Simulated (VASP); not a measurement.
# AgBr (Fm-3m) in VASP: relaxation of the atoms with PBE

Aim: the relaxation of the atoms of AgBr with PBE.

All numbers are computed with VASP 6.6.1; they aren't measurements. Logs are shortened: lines on timing, memory, paths and dates and some standing lists are left out, and cuts for length are marked.

### Step 1. The cell of the first run

Symmetry: Fm-3m, No. 225, cubic system. Conventional cell: a = 5.740 Å, b = 5.740 Å, c = 5.740 Å, α = 90.00°, β = 90.00°, γ = 90.00°. Ag (site symmetry m-3m) has 6 Br at 2.87 Å within 3.8 Å. Within 3.8 Å of Br (site symmetry m-3m) lie 6 Ag at 2.87 Å.

### Step 2. Relaxation of the atoms, PBE

The input, INCAR:

```
SYSTEM = AgBr
ALGO = Normal
EDIFF = 1E-7
EDIFFG = -0.02
ENCUT = 450
GGA = PE
GGA_COMPAT = .FALSE.
IBRION = 2
ISIF = 2
ISMEAR = -1
LASPH = .TRUE.
LCHARG = .FALSE.
LREAL = .FALSE.
LWAVE = .FALSE.
NELM = 120
NELMIN = 4
NSW = 80
PREC = Accurate
SIGMA = 0.02
```

The input, KPOINTS:

```
k-points
0
G
  8 8 8
  0 0 0
```

The input, POSCAR:

```
AgBr
1.0
    0.0000000000      2.8701500000      2.8701500000
    2.8701500000      0.0000000000      2.8701500000
    2.8701500000      2.8701500000      0.0000000000
Ag Br
1 1
Direct
    0.0000000000      0.0000000000      0.0000000000
    0.5000000000      0.5000000000      0.5000000000
```

Potentials or basis: VASP PAW PBE potentials, release 64 (Ag, Br).

The run is started by

```console
$ cat potpaw_PBE.64/Ag/POTCAR potpaw_PBE.64/Br/POTCAR > POTCAR
$ mpirun -np 1 vasp_std > vasp.out
```

OUTCAR:

```text
SYSTEM = AgBr
   EDIFF = 1E-7
   EDIFFG = -0.02
   ENCUT = 450
   GGA = PE
   IBRION = 2
   ISIF = 2
   ISMEAR = -1
   LASPH = .TRUE.
   LREAL = .FALSE.
   NELM = 120
   NELMIN = 4
   NSW = 80
   PREC = Accurate

 ion  position               nearest neighbor table
   1  0.000  0.000  0.000-   2 2.87   2 2.87   2 2.87   2 2.87   2 2.87   2 2.87
   2  0.500  0.500  0.500-   1 2.87   1 2.87   1 2.87   1 2.87   1 2.87   1 2.87

  LATTYP: Found a face centered cubic cell.
 ALAT       =     5.7403000000

  Lattice vectors:

 A1 = (   0.0000000000,   2.8701500000,   2.8701500000)
 A2 = (   2.8701500000,   0.0000000000,   2.8701500000)
 A3 = (   2.8701500000,   2.8701500000,   0.0000000000)

Analysis of symmetry for initial positions (statically):
=====================================================================
 Subroutine PRICEL returns:
 Original cell was already a primitive cell.

 Routine SETGRP: Setting up the symmetry group for a
 face centered cubic supercell.

 Subroutine GETGRP returns: Found 48 space group operations
 (whereof 48 operations were pure point group operations)
 out of a pool of 48 trial point group operations.

The static configuration has the point symmetry O_h .

Analysis of symmetry for dynamics (positions and initial velocities):
=====================================================================
 Subroutine PRICEL returns:
 Original cell was already a primitive cell.

 Routine SETGRP: Setting up the symmetry group for a
 face centered cubic supercell.

 Subroutine GETGRP returns: Found 48 space group operations
 (whereof 48 operations were pure point group operations)
 out of a pool of 48 trial point group operations.

The dynamic configuration has the point symmetry O_h .

 Subroutine INISYM returns: Found 48 space group operations
 (whereof 48 operations are pure point group operations),
 and found     1 'primitive' translations

----------------------------------------------------------------------------------------

                                     Primitive cell

  volume of cell :      47.2872

  direct lattice vectors                    reciprocal lattice vectors
     0.000000000  2.870150000  2.870150000    -0.174206923  0.174206923  0.174206923
     2.870150000  0.000000000  2.870150000     0.174206923 -0.174206923  0.174206923
     2.870150000  2.870150000  0.000000000     0.174206923  0.174206923 -0.174206923

  length of vectors
     4.059005056  4.059005056  4.059005056     0.301735242  0.301735242  0.301735242

  position of ions in fractional coordinates (direct lattice)
     0.000000000  0.000000000  0.000000000
     0.500000000  0.500000000  0.500000000

  ion indices of the primitive-cell ions
   primitive index   ion index
                 1           1
                 2           2

----------------------------------------------------------------------------------------

 KPOINTS: k-points

Automatic generation of k-mesh.
 Grid dimensions read from file:
 generate k-points for:    8    8    8

 Generating k-lattice:

  Cartesian coordinates                     Fractional coordinates (reciprocal lattice)
    -0.021775865  0.021775865  0.021775865     0.125000000  0.000000000  0.000000000
     0.021775865 -0.021775865  0.021775865     0.000000000  0.125000000  0.000000000
     0.021775865  0.021775865 -0.021775865     0.000000000  0.000000000  0.125000000

  Length of vectors
     0.037716905  0.037716905  0.037716905

  Shift w.r.t. Gamma in fractional coordinates (k-lattice)
     0.000000000  0.000000000  0.000000000

 Subroutine IBZKPT returns following result:
 ===========================================

 Found     29 irreducible k-points:

 Following reciprocal coordinates:
            Coordinates               Weight
  0.000000  0.000000  0.000000      1.000000
  0.125000  0.000000  0.000000      8.000000
  0.250000  0.000000  0.000000      8.000000
  0.375000  0.000000  0.000000      8.000000
  0.500000  0.000000  0.000000      4.000000
  0.125000  0.125000  0.000000      6.000000
[... 16 lines left out ...]
  0.500000  0.250000  0.125000     48.000000
 -0.375000  0.250000  0.125000     24.000000
 [... further k-points ...]
   k-points           NKPTS =     29   k-points in BZ     NKDIM =     29   number of bands    NBANDS=     13
   number of dos      NEDOS =    301   number of ions     NIONS =      2
   total plane-waves  NPLWV =  21952
   dimension x,y,z NGX =    28 NGY =   28 NGZ =   28
   dimension x,y,z NGXF=    56 NGYF=   56 NGZF=   56
   ions per type =               1   1
   NGX,Y,Z   is equivalent  to a cutoff of  11.47, 11.47, 11.47 a.u.
   NGXF,Y,Z  is equivalent  to a cutoff of  22.94, 22.94, 22.94 a.u.
 SYSTEM =  AgBr
   PREC   = accura    normal or accurate (medium, high low for compatibility)
   ISTART =      0    job   : 0-new  1-cont  2-samecut
   ICHARG =      2    charge: 1-file 2-atom 10-const
   ISPIN  =      1    spin polarized calculation?
   LNONCOLLINEAR =      F non collinear calculations
   LSORBIT =      F    spin-orbit coupling
   LASPH  =      T    aspherical Exc in radial PAW
   ENCUT  =  450.0 eV  33.07 Ry    5.75 a.u.   7.02  7.02  7.02*2*pi/ulx,y,z
   NELM   =    120;   NELMIN=  4; NELMDL= -5     # of ELM steps
   EDIFF  = 0.1E-06   stopping-criterion for ELM
   LREAL  =      F    real-space projection
   EDIFFG = -.2E-01   stopping-criterion for IOM
   NSW    =     80    number of steps for IOM
   IBRION =      2    ionic relax: 0-MD 1-quasi-New 2-CG
   NFREE  =      1    steps in history (QN), initial steepest desc. (CG)
   ISIF   =      2    stress and relaxation
   ISYM   =      2    0-nonsym 1-usesym 2-fastsym
   POTIM  = 0.5000    time-step for ionic-motion
   TEBEG  =    0.0;   TEEND  =   0.0 temperature during run
   PSTRESS=    0.0 pullay stress
   NELECT =      18.0000    total number of electrons
   NUPDOWN=      -1.0000    fix difference up-down
   EMIN   =  10.00;   EMAX   =-10.00  energy-range for DOS
   EFERMI =   0.00;   METHOD = LEGACY
   ISMEAR =    -1;   SIGMA  =   0.02  broadening in eV -4-tet -1-fermi 0-gaus
   EFERMI_NEDOS =   21; number of points for ismear=-14 and -15
   IALGO  =     38    algorithm
   IMIX   =      4    mixing-type and parameters
     AMIX     =   0.40;   BMIX     =  1.00
     AMIX_MAG =   1.60;   BMIX_MAG =  1.00
  volume/ion in A,a.u.               =      23.64       159.55
  Fermi-wavevector in a.u.,A,eV,Ry     =   1.186454  2.242074 19.152570  1.407674
  Thomas-Fermi vector in A             =   2.322627
   LORBIT       =      0    0 simple, 1 ext, 2 COOP (PROOUT), +10 PAW based schemes
   GGA     = PE    functional components
   LHFCALC =     F    Hartree Fock is set to
   AEXX    =    0.0000 exact exchange contribution
   IVDW    =     0    specifies the selected vdW correction
   LEPSILON=     F    determine dielectric tensor
   LRPA    =     F    only Hartree local field effects (RPA)
 conjugate gradient relaxation of ions
 non-spin polarized calculation
  energy-cutoff  :      450.00
  volume of cell :       47.29
 maximum number of plane-waves:      1036
   NGX = 13   NGY = 13   NGZ = 13

 number of electron      17.9999998 magnetization

 Free energy of the ion-electron system (eV)
  ---------------------------------------------------
  ext. energy  EPLUGINS =         0.00000000
  ---------------------------------------------------
  free energy    TOTEN  =        -4.98316031 eV

  energy without entropy =       -4.98316031  energy(sigma->0) =       -4.98316031

 E-fermi :   3.9806     XC(G=0):  -9.8606

 val. band max:        3.6217103220   @ k =   0.5000   0.0000   0.0000
 cond. band min:       4.2930298288   @ k =   0.0000   0.0000   0.0000
 fundamental gap:      0.6713195068
 Fermi energy:         3.9805582117

 k-point     1 :       0.0000    0.0000    0.0000
  band No.  band energies     occupation
      1     -11.4610      2.00000
      2       0.8240      2.00000
      3       0.8240      2.00000
      4       0.8240      2.00000
      5       0.8242      2.00000
      6       0.8242      2.00000
      7       1.6868      2.00000
      8       1.6868      2.00000
      9       1.6868      2.00000
     10       4.2930      0.00000
     11      13.5341      0.00000
     12      13.5341      0.00000
     13      13.5341      0.00000

 k-point     2 :       0.1250    0.0000    0.0000
  band No.  band energies     occupation
      1     -11.4003      2.00000
      2       0.4244      2.00000
      3       0.4244      2.00000
      4       0.4700      2.00000
      5       0.8670      2.00000
      6       0.8670      2.00000
      7       1.3408      2.00000
      8       2.1558      2.00000
      9       2.1558      2.00000
     10       5.1409      0.00000
     11      12.1959      0.00000
     12      13.1671      0.00000
     13      13.1671      0.00000

 k-point     3 :       0.2500    0.0000    0.0000
  band No.  band energies     occupation
      1     -11.2473      2.00000
      2      -0.5332      2.00000
      3      -0.0909      2.00000
      4      -0.0909      2.00000
      5       0.9733      2.00000
      6       0.9733      2.00000
      7       1.3092      2.00000
      8       2.8521      2.00000
      9       2.8521      2.00000
     10       6.4986      0.00000
     11      10.7771      0.00000
     12      11.8515      0.00000
     13      11.8515      0.00000

 k-point     4 :       0.3750    0.0000    0.0000
  band No.  band energies     occupation
      1     -11.0838      2.00000
      2      -1.3492      2.00000
      3      -0.4359      2.00000
      4      -0.4359      2.00000
      5       1.0837      2.00000
      6       1.0837      2.00000
      7       1.4150      2.00000
      8       3.4049      2.00000
      9       3.4049      2.00000
     10       7.2708      0.00000
     11      10.1918      0.00000
     12      10.7829      0.00000
     13      10.7829      0.00000

 k-point     5 :       0.5000    0.0000    0.0000
  band No.  band energies     occupation
      1     -11.0125      2.00000
      2      -1.6504      2.00000
      3      -0.5555      2.00000
      4      -0.5555      2.00000
      5       1.1307      2.00000
      6       1.1307      2.00000
      7       1.4728      2.00000
      8       3.6217      2.00000
      9       3.6217      2.00000
     10       7.3556      0.00000
     11      10.2161      0.00000
     12      10.3838      0.00000
     13      10.3838      0.00000
[... 257 lines left out ...]
 k-point    22 :       0.3750    0.2500    0.1250
  band No.  band energies     occupation
      1     -11.1512      2.00000
      2      -0.9359      2.00000
      3      -0.1503      2.00000
      4       0.2244      2.00000
      5       0.9238      2.00000
      6       1.0616      2.00000
      7       1.5717      2.00000
      8       1.7837      2.00000
      9       3.0042      2.00000
     10       7.3908      0.00000
     11       9.8162      0.00000
     12      11.1029      0.00000
     13      12.2313      0.00000

 k-point    23 :       0.5000    0.2500    0.1250
  band No.  band energies     occupation
      1     -11.0324      2.00000
      2      -1.1530      2.00000
      3      -0.4347      2.00000
      4      -0.1617      2.00000
      5       1.0166      2.00000
      6       1.1358      2.00000
      7       1.4530      2.00000
      8       2.1134      2.00000
      9       3.1453      2.00000
     10       7.8823      0.00000
     11       9.2011      0.00000
     12      11.1576      0.00000
     13      11.7342      0.00000

 k-point    24 :      -0.3750    0.2500    0.1250
  band No.  band energies     occupation
      1     -10.9817      2.00000
      2      -1.2213      2.00000
      3      -0.4659      2.00000
      4      -0.4354      2.00000
      5       1.0822      2.00000
      6       1.1380      2.00000
      7       1.4215      2.00000
      8       2.4215      2.00000
      9       3.0091      2.00000
     10       8.1183      0.00000
     11       8.8656      0.00000
     12      11.4488      0.00000
     13      11.5417      0.00000

 [... further k-points ...]

------------------------ aborting loop because EDIFF is reached ----------------------------------------

  FORCE on cell =-STRESS in cart. coord.  units (eV):
  Direction    XX          YY          ZZ          XY          YZ          ZX
  --------------------------------------------------------------------------------------
  -------------------------------------------------------------------------------------
  Total        0.6686577      0.6686577      0.6686577     -0.0000000     -0.0000000      0.0000000
  in kB       22.6553423     22.6553423     22.6553423     -0.0000000     -0.0000000      0.0000000
  external PRESSURE =      22.6553423 kB  Pullay stress =       0.0000000 kB

 VOLUME and BASIS-vectors are now :
 -----------------------------------------------------------------------------
  energy-cutoff  :      450.00
  volume of cell :       47.29
      direct lattice vectors                 reciprocal lattice vectors
     0.000000000  2.870150000  2.870150000    -0.174206923  0.174206923  0.174206923
     2.870150000  0.000000000  2.870150000     0.174206923 -0.174206923  0.174206923
     2.870150000  2.870150000  0.000000000     0.174206923  0.174206923 -0.174206923

 POSITION                                       TOTAL-FORCE (eV/Angst)
 -----------------------------------------------------------------------------------
      0.00000      0.00000      0.00000         0.000000      0.000000      0.000000
      2.87015      2.87015      2.87015        -0.000000     -0.000000     -0.000000
 -----------------------------------------------------------------------------------
    total drift:                                0.000000      0.000000      0.000000

  FREE ENERGIE OF THE ION-ELECTRON SYSTEM (eV)
  ---------------------------------------------------
  free  energy   TOTEN  =        -4.9831603127 eV

  energy  without entropy=       -4.9831603122  energy(sigma->0) =       -4.98316031

 reached required accuracy - stopping structural energy minimisation
```

It took 26 s on 1 thread of Intel Xeon 8259CL, shared host; peak memory 0.16 GiB.

What came out:

| Quantity | Value |
| --- | --- |
| Free energy | -4.9832 eV |
| Pressure after relaxing | 2.3 GPa |
| Band gap on the k mesh | 0.67 eV (least direct gap 2.61 eV) |

Final structure:
```
CELL_PARAMETERS angstrom
0.00000 2.87015 2.87015
2.87015 0.00000 2.87015
2.87015 2.87015 0.00000
ATOMIC_POSITIONS crystal
Ag 0.00000 0.00000 0.00000
Br 0.50000 0.50000 0.50000
```

Caveat: the relaxation stopped at its first step, so nothing moved.
